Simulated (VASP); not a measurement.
Wanted: the native input for a VASP 6.6.1 run.

- Task: single point
- Functional: PBEsol
- Potentials or basis: VASP PAW PBE potentials, release 64 (Ca_sv)
- Cutoff: 520 eV
- k mesh: 15 × 15 × 8
- Occupations: fermi-dirac, width 0.1 eV
- Spin: no spin polarisation
- Dipole correction: no
- Further INCAR settings: ALGO = Normal; EDIFF = 1e-06; NBANDS = 17

The structure of Ca lies in POSCAR:

```
Ca
1.0
    3.8541369918      0.0000000000      0.0000000000
   -1.9270684959      3.3377805445      0.0000000000
    0.0000000000      0.0000000000      6.3472792847
Ca
2
Direct
    0.3333333333      0.6666666667      0.2500000000
    0.6666666667      0.3333333333      0.7500000000
```

This isn't the form of Ca at room conditions, which is fcc.

The input as run:

INCAR

```
PREC = Accurate
ENCUT = 520
EDIFF = 1E-6
ISMEAR = -1
SIGMA = 0.1
LREAL = F
LASPH = T
NELM = 60
ALGO = Normal
ISIF = 2
LWAVE = F
LCHARG = F
GGA = PS
NBANDS = 17
```

KPOINTS

```
regular mesh
0
Gamma
  15 15 8
```

Potentials or basis: VASP PAW PBE potentials, release 64 (Ca_sv).

The run is started by

```bash
$ cat potpaw_PBE.64/Ca_sv/POTCAR > POTCAR
$ mpirun -np 1 vasp_std > vasp.out
```

It gave:

```yaml
Pressure: 0.0 GPa
Band_gap_on_the_k_mesh: zero (bands 10 and 11 overlap by 0.40 eV)
```

Caveat: the PAW data sets were made with another functional, which shifts forces and pressure a little.

Wall time 4.4 min on 1 thread of Intel Xeon 8259CL, with other jobs on the host, peak memory 0.3 GiB.
